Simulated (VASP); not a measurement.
SiNi3: single point with PBEsol

The system is SiNi3.

```xyz
4
Lattice="3.5511 0.0000 0.0000 0.0000 3.5511 0.0000 0.0000 0.0000 3.5511" Properties=species:S:1:pos:R:3 pbc="T T T"
Si    0.0000    0.0000    0.0000
Ni    0.0000    1.7755    1.7755
Ni    1.7755    0.0000    1.7755
Ni    1.7755    1.7755    0.0000
```

```yaml
Program: VASP 6.6.1
Task: single point
Functional: PBEsol
Potentials_or_basis: VASP PAW PBE potentials, release 64 (Si, Ni)
Cutoff: 520 eV
k_mesh: 6 × 6 × 6
Occupations: gaussian, width 0.1 eV
Spin: collinear spin, ferromagnetic start
Starting_moments: "[0.0, 2.0, 2.0, 2.0] μB"
Dipole_correction: no
Further_INCAR_settings: ALGO = Normal; EDIFF = 1e-06; NBANDS = 29
```

| Item | Value |
| --- | --- |
| Pressure | -15.1 GPa |
| Band gap on the k mesh | zero (filled and empty bands overlap) |
| Net moment | 0.00 μB per cell |
| Valence electrons inside the program's atomic spheres | Si 1.52; Ni 9.40 |

Levels at points of the mesh, in eV from the Fermi level:
Spin up:
| k point | band 13 | band 14 | band 15 | band 16 | band 17 | band 18 | band 19 | band 20 | band 21 | band 22 |
| --- | --- | --- | --- | --- | --- | --- | --- | --- | --- | --- |
| (0.00, 0.00, 0.00) | -0.84 | -0.58 | -0.58 | -0.29 | 0.02 | 0.02 | 0.02 | 4.48 | 6.14 | 6.14 |
| (0.50, 0.00, 0.00) | -1.25 | -1.21 | -1.09 | -0.52 | 0.02 | 3.47 | 3.47 | 4.89 | 5.15 | 5.15 |
| (0.50, 0.50, 0.00) | -1.35 | -1.35 | -1.06 | -0.97 | -0.91 | 0.61 | 0.61 | 5.38 | 6.13 | 7.51 |
| (0.50, 0.50, 0.50) | -1.36 | -1.18 | -1.18 | -0.37 | -0.21 | -0.21 | -0.21 | 1.06 | 3.83 | 3.83 |
Spin down:
```csv
k point,band 15,band 16,band 17,band 18,band 19,band 20
"(0.00, 0.00, 0.00)",-0.58,-0.29,0.02,0.02,0.02,4.48
"(0.50, 0.00, 0.00)",-1.09,-0.52,0.02,3.47,3.47,4.89
"(0.50, 0.50, 0.00)",-1.06,-0.97,-0.91,0.61,0.61,5.38
"(0.50, 0.50, 0.50)",-1.18,-0.37,-0.21,-0.21,-0.21,1.06
```

It took 43 s on 1 thread of Intel(R) Xeon(R) Platinum 8488C (Sapphire Rapids), with other jobs on the host, peak memory 0.19 GiB.

Caveat: the starting moments collapsed, and a magnetic state may lie lower; the PAW data sets were made with another functional, which shifts forces and pressure a little.
